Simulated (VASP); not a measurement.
# Ir (P6_3/mmc) in VASP: a series of runs, part 2 of 2

VASP 6.6.1. Earlier steps stand in the parts before.

## (4) Single point, PBEsol (strain +0.080 along x and y, +0.080 along z)

Contents of INCAR:

```
SYSTEM = Ir
PREC = Accurate
ENCUT = 520
EDIFF = 1E-6
ISMEAR = 0
SIGMA = 0.15
LREAL = .False.
LASPH = .True.
NELM = 80
ALGO = Fast
ISIF = 2
LWAVE = .False.
LCHARG = .False.
GGA = PS
NBANDS = 16
```

Contents of KPOINTS:

```
regular mesh
0
Gamma
  18 18 12
  0 0 0
```

Contents of POSCAR:

```
Ir
1.0
    2.9714881261      0.0000000000      0.0000000000
   -1.4857440631      2.5733842043      0.0000000000
    0.0000000000      0.0000000000      4.8192732000
Ir
2
Direct
    0.6666666667      0.3333333333      0.7500000000
    0.3333333333      0.6666666667      0.2500000000
```

Potentials or basis: VASP PAW PBE potentials, release 64 (Ir).

Launch:

```console
$ cat potpaw_PBE.64/Ir/POTCAR > POTCAR
$ mpirun -np 1 vasp_std > vasp.out
```

OUTCAR:

```text
SYSTEM = Ir
   PREC = Accurate
   ENCUT = 520
   EDIFF = 1E-6
   ISMEAR = 0
   LREAL = .False.
   LASPH = .True.
   NELM = 80
   ISIF = 2
   GGA = PS

 ion  position               nearest neighbor table
   1  0.667  0.333  0.750-   2 2.96   2 2.96   2 2.96   2 2.96   2 2.96   2 2.96
   2  0.333  0.667  0.250-   1 2.96   1 2.96   1 2.96   1 2.96   1 2.96   1 2.96

  LATTYP: Found a hexagonal cell.
 ALAT       =     2.9714881261
 C/A-ratio  =     1.6218382829

  Lattice vectors:

 A1 = (   2.9714881261,   0.0000000000,   0.0000000000)
 A2 = (  -1.4857440631,   2.5733842043,   0.0000000000)
 A3 = (   0.0000000000,   0.0000000000,   4.8192732000)

Analysis of symmetry for initial positions (statically):
=====================================================================
 Subroutine PRICEL returns:
 Original cell was already a primitive cell.

 Routine SETGRP: Setting up the symmetry group for a
 hexagonal supercell.

 Subroutine GETGRP returns: Found 24 space group operations
 (whereof 12 operations were pure point group operations)
 out of a pool of 24 trial point group operations.

The static configuration has the point symmetry D_3d.
 The point group associated with its full space group is D_6h.

Analysis of symmetry for dynamics (positions and initial velocities):
=====================================================================
 Subroutine PRICEL returns:
 Original cell was already a primitive cell.

 Routine SETGRP: Setting up the symmetry group for a
 hexagonal supercell.

 Subroutine GETGRP returns: Found 24 space group operations
 (whereof 12 operations were pure point group operations)
 out of a pool of 24 trial point group operations.

The dynamic configuration has the point symmetry D_3d.
 The point group associated with its full space group is D_6h.

 Subroutine INISYM returns: Found 24 space group operations
 (whereof 12 operations are pure point group operations),
[... 115 lines left out ...]
     AMIX     =   0.40;   BMIX     =  1.00
     AMIX_MAG =   1.60;   BMIX_MAG =  1.00
  volume/ion in A,a.u.               =      18.43       124.34
  Fermi-wavevector in a.u.,A,eV,Ry     =   1.289275  2.436377 22.616017  1.662230
  Thomas-Fermi vector in A             =   2.421178
   LORBIT       =      0    0 simple, 1 ext, 2 COOP (PROOUT), +10 PAW based schemes
   GGA     = PS    functional components
   LHFCALC =     F    Hartree Fock is set to
   AEXX    =    0.0000 exact exchange contribution
   IVDW    =     0    specifies the selected vdW correction
   LEPSILON=     F    determine dielectric tensor
   LRPA    =     F    only Hartree local field effects (RPA)
 non-spin polarized calculation
 RMM-DIIS sequential band-by-band and
 Gauss-broadening in eV      SIGMA  =   0.15
  energy-cutoff  :      520.00
  volume of cell :       36.85
 maximum number of plane-waves:      1020
 NGX is ok and might be reduce to    24
   NGX = 11   NGY = 11   NGZ = 17

 number of electron      18.0000000 magnetization

 Free energy of the ion-electron system (eV)
  ---------------------------------------------------
  ext. energy  EPLUGINS =         0.00000000
  ---------------------------------------------------
  free energy    TOTEN  =       -17.70340994 eV

  energy without entropy =      -17.66254627  energy(sigma->0) =      -17.68297811

 E-fermi :   6.2830     XC(G=0): -12.5910

 val. band max:        6.2787841717   @ k =   0.2778   0.1667   0.1667
 cond. band min:       6.2848045892   @ k =   0.3889  -0.0000   0.0000
 fundamental gap:      0.0060204175
 Fermi energy:         6.2830333849

 k-point     1 :       0.0000    0.0000    0.0000
  band No.  band energies     occupation
      1      -2.3543      2.00000
      2       0.5370      2.00000
      3       3.6669      2.00000
      4       3.7616      2.00000
      5       3.7616      2.00000
      6       4.1806      2.00000
[... 433 lines left out ...]
      3       1.7721      2.00000
      4       3.4960      2.00000
      5       3.5446      2.00000
      6       3.9266      2.00000
[... 8 lines left out ...]
     15      14.9074      0.00000
     16      17.1724      0.00000

 [... further k-points ...]

------------------------ aborting loop because EDIFF is reached ----------------------------------------

  FORCE on cell =-STRESS in cart. coord.  units (eV):
  Direction    XX          YY          ZZ          XY          YZ          ZX
  --------------------------------------------------------------------------------------
  -------------------------------------------------------------------------------------
  Total      -11.6130124    -11.6130124    -11.8787264      0.0000000     -0.0000000      0.0000000
  in kB     -504.8882861   -504.8882861   -516.4404916      0.0000000     -0.0000000      0.0000000
  external PRESSURE =    -508.7390212 kB  Pullay stress =       0.0000000 kB

 VOLUME and BASIS-vectors are now :
 -----------------------------------------------------------------------------
  energy-cutoff  :      520.00
  volume of cell :       36.85
      direct lattice vectors                 reciprocal lattice vectors
     2.971488126  0.000000000  0.000000000     0.336531717  0.194296677  0.000000000
    -1.485744063  2.573384204  0.000000000     0.000000000  0.388593354  0.000000000
     0.000000000  0.000000000  4.819273200     0.000000000  0.000000000  0.207500168

 POSITION                                       TOTAL-FORCE (eV/Angst)
 -----------------------------------------------------------------------------------
      1.48574      0.85779      3.61445        -0.000000      0.000000      0.000000
     -0.00000      1.71559      1.20482         0.000000     -0.000000      0.000000
 -----------------------------------------------------------------------------------
    total drift:                               -0.000000      0.000000     -0.000000

  FREE ENERGIE OF THE ION-ELECTRON SYSTEM (eV)
  ---------------------------------------------------
  free  energy   TOTEN  =       -17.7034099410 eV

  energy  without entropy=      -17.6625462719  energy(sigma->0) =      -17.68297811
```

stdout:

```text
POSCAR found type information on POSCAR Ir
 POSCAR found :  1 types and       2 ions
 scaLAPACK will be used
 -----------------------------------------------------------------------------
|                                                                             |
|                                                                             |
|     You enforced a specific xc type in the INCAR file but a different       |
|     I HOPE YOU KNOW WHAT YOU ARE DOING!                                     |
|                                                                             |
 -----------------------------------------------------------------------------

 LDA part: xc-table for (Slater+PW92), standard interpolation
 POSCAR, INCAR and KPOINTS ok, starting setup
 FFT: planning ... GRIDC
 FFT: planning ... GRID_SOFT
 FFT: planning ... GRID
 WAVECAR not read
 entering main loop
```

It took 2.2 min on 1 thread of AMD EPYC 7R13 (Zen 3), shared host; peak memory 0.22 GiB.

Results:

| Quantity | Value |
| --- | --- |
| Free energy | -17.7034 eV |
| Pressure | -50.9 GPa |
| Band gap on the k mesh | zero (bands 9 and 10 overlap by 2.13 eV) |

Stress tensor (GPa, compression positive):
```
-50.49   0.00   0.00
  0.00 -50.49   0.00
  0.00   0.00 -51.64
```

Levels at points of the mesh, in eV from the Fermi level:
```tsv
k point	band 6	band 7	band 8	band 9	band 10	band 11	band 12	band 13
(0.00, 0.00, 0.00)	-2.10	-2.10	-1.57	-1.57	-0.08	0.18	0.18	4.91
(0.50, 0.00, 0.00)	-2.30	-1.99	0.42	0.58	0.68	2.13	3.20	6.84
(0.00, 0.00, 0.50)	-2.61	-2.61	-2.61	-0.34	-0.34	-0.34	-0.34	12.23
(0.50, 0.00, 0.50)	-1.38	-0.47	-0.47	0.58	0.58	1.71	1.71	5.50
```

Caveat: the cell differs from its parent crystal (strain +0.080 along x and y, +0.080 along z); the cell stands under tension; the PAW data sets were made with another functional, which shifts forces and pressure a little; spin-orbit coupling is left out, which moves the levels of the heavy elements.

## (5) Overview

| cell | gap on the mesh (eV) | pressure (GPa) |
| --- | --- | --- |
| a = 2.531, b = 2.531, c = 4.105 Å, angles 90.0, 90.0, 120.0°, 2 atoms | none | 143.8 |
| a = 2.971, b = 2.971, c = 4.641 Å, angles 90.0, 90.0, 120.0°, 2 atoms | none | -47.8 |
| a = 2.971, b = 2.971, c = 4.819 Å, angles 90.0, 90.0, 120.0°, 2 atoms | none | -50.9 |

Alike in all rows: task single point; level PBEsol; potentials or basis VASP PAW PBE potentials, release 64 (Ir); no spin polarisation; k mesh 18 × 18 × 12; cutoff (eV) 520; smearing gaussian 0.15 eV.

Caveats: the PAW data sets were made with another functional, which shifts forces and pressure a little; spin-orbit coupling is left out, which moves the levels of the heavy elements; the cell stands under tension (at least some runs); the cell stands under pressure (at least some runs).

Absolute energies hang on the potentials; compare differences alone.
